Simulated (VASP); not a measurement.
Input of a VASP 6.6.1 run:

The input INCAR:

```
SYSTEM = Be
PREC = Accurate ; ENCUT = 520
EDIFF = 1E-7 ; ISMEAR = -1
SIGMA = 0.1 ; LREAL = .False.
LASPH = .True. ; NELM = 100
ALGO = Normal ; ISIF = 2
LWAVE = .False. ; LCHARG = .False.
GGA = RE ; NBANDS = 9
```

Contents of KPOINTS:

```
Automatic mesh
0
Gamma
  26 26 14
  0 0 0
```

The input POSCAR:

```
Be
1.0
    2.3127037526      0.0000000000      0.0000000000
   -1.1563518763      2.0028602012      0.0000000000
    0.0000000000      0.0000000000      3.6300922754
Be
2
Direct
    0.3333333333      0.6666666667      0.2500000000
    0.6666666667      0.3333333333      0.7500000000
```

Potentials or basis: VASP PAW PBE potentials, release 64 (Be).

The run is started by

```bash
$ cat potpaw_PBE.64/Be/POTCAR > POTCAR
$ mpirun -np 1 vasp_std > vasp.out
```

Predict the band gap on the k mesh.

zero (band 2 reaches 7.70 eV, above the bottom of band 3 at 6.04 eV).

Predict the pressure.

-4.3 GPa.

Stress tensor (GPa, compression positive):
```
-4.49  0.00  0.00
 0.00 -4.49  0.00
 0.00  0.00 -4.05
```

Caveat: the PAW data sets were made with another functional, which shifts forces and pressure a little.
